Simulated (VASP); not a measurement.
Here is a VASP 6.6.1 calculation.

INCAR

```
ALGO = Normal
EDIFF = 1E-6
ENCUT = 520
GGA = PE
ISIF = 2
ISMEAR = -1
LASPH = T
LCHARG = F
LREAL = F
LWAVE = F
NBANDS = 33
NELM = 80
PREC = Accurate
SIGMA = 0.08
```

KPOINTS

```
k-points
0
Gamma
  13 13 13
```

File POSCAR:

```
TiO2
1.0
   -1.9492750000      1.9492750000      4.7570000000
    1.9492750000     -1.9492750000      4.7570000000
    1.9492750000      1.9492750000     -4.7570000000
Ti O
2 4
Direct
    0.0000000000      0.0000000000      0.0000000000
    0.7500000000      0.2500000000      0.5000000000
    0.2066000000      0.2066000000      0.0000000000
    0.9566000000      0.4566000000      0.5000000000
    0.5434000000      0.0434000000      0.5000000000
    0.7934000000      0.7934000000      0.0000000000
```

Potentials or basis: VASP PAW PBE potentials, release 64 (Ti_sv, O).

Run with:

```sh
$ cat potpaw_PBE.64/Ti_sv/POTCAR potpaw_PBE.64/O/POTCAR > POTCAR
$ mpirun -np 1 vasp_std > vasp.out
```

Q: Predict the largest force.

A: 0.320 eV/Å.

Q: Estimate the pressure.

A: -4.8 GPa.

Forces on the atoms (eV/Å):
```
Ti   0.000  0.000  0.000
Ti   0.000  0.000  0.000
O    0.000  0.000  0.320
O    0.000  0.000  0.320
O    0.000  0.000 -0.320
O    0.000  0.000 -0.320
```

Caveat: the cell differs from its parent crystal (equal xx and yy strain of +3 %).
